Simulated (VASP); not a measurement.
Runs of VASP 6.6.1 on Al. The structure is hexagonal, space group P6_3/mmc (No. 194). The conventional cell has a = 2.827 Å, b = 2.827 Å, c = 9.186 Å, α = 90.00°, β = 90.00°, γ = 120.00°. Al (site symmetry -3m) has 12 Al at 2.82 to 2.83 Å within 3.7 Å. Al (site symmetry -6m2) has 12 Al at 2.82 to 2.83 Å within 3.7 Å. 

```csv
k mesh,gap on the mesh (eV),pressure (GPa)
11 × 11 × 3,none,0.2
9 × 9 × 3,none,-0.4
7 × 7 × 2,none,-0.1
4 × 4 × 1,none,(a)
6 × 6 × 2,none,(b)
```

Alike in all rows: task single point; level LDA; potentials or basis VASP PAW LDA potentials, release 64 (Al); no spin polarisation; cell as given; cutoff (eV) 520; smearing methfessel-paxton 0.05 eV.

Q: Estimate the missing entries.

A: (a) 0.4; (b) 0.0.

Caveats: some runs use coarse meshes.

A gap of «none» marks levels without a gap at the run's occupations.
